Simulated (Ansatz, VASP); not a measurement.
## One calculation of ZnO, two programs

The input INCAR:

```
ALGO = Normal
EDIFF = 1E-6
EDIFFG = -5E-4
ENCUT = 520
GGA = PE
IBRION = 2
ISIF = 2
ISMEAR = 0
LASPH = T
LCHARG = F
LREAL = F
LWAVE = F
NELM = 100
NSW = 80
PREC = Accurate
SIGMA = 0.01
```

KPOINTS

```
k-points
0
Gamma
  8 8 5
```

Contents of POSCAR:

```
ZnO
1.0
    3.2423803862      0.0000000000      0.0000000000
   -1.6211901931      2.8079837832      0.0000000000
    0.0000000000      0.0000000000      5.2400634088
Zn O
2 2
Direct
    0.3333333333      0.6666666667      0.0004774101
    0.6666666667      0.3333333333      0.5004774101
    0.3333333333      0.6666666667      0.3816225899
    0.6666666667      0.3333333333      0.8816225899
```

Input for Ansatz:

```yaml
crystal:
  lattice:
    - [3.2423803862, 0.0, 0.0]
    - [-1.6211901931, 2.8079837832, 0.0]
    - [0.0, 0.0, 5.2400634088]
  atoms:
    - { symbol: Zn, position: [0.3333333333, 0.6666666667, 0.0004774101] }
    - { symbol: Zn, position: [0.6666666667, 0.3333333333, 0.5004774101] }
    - { symbol: O, position: [0.3333333333, 0.6666666667, 0.3816225899] }
    - { symbol: O, position: [0.6666666667, 0.3333333333, 0.8816225899] }
scf:
  occupations: { method: fixed }
output:
  forces: true
  stress: true
  eigenvalues: true
  write_density: true
  write_potential: true
  elf: true
  volumetric_format: npy
kpoints:
  mp_grid: { grid: [8, 8, 5] }
relax:
  f_tol: 0.0005
  max_steps: 60
```

Alike in both runs: task relaxation of the atoms; functional PBE; k mesh 8 × 8 × 5; no spin polarisation.

|  | VASP | Ansatz |
| --- | --- | --- |
| version | VASP 6.6.1 | Ansatz 0.2.0 |
| potentials or method | VASP PAW PBE potentials, release 64 (Zn, O) | scalar-relativistic, plane waves, PAW |
| plane-wave cutoff (eV) | 520 | 420 |
| occupations | gaussian, width 0.01 eV | fixed |
| valence electrons in the cell | 36 | 36 |

|  | VASP | Ansatz | Ansatz less VASP |
| --- | --- | --- | --- |
| gap on the k mesh at the Fermi level, each at its own relaxed structure (eV) | 0.77 | 0.79 | +0.015 |
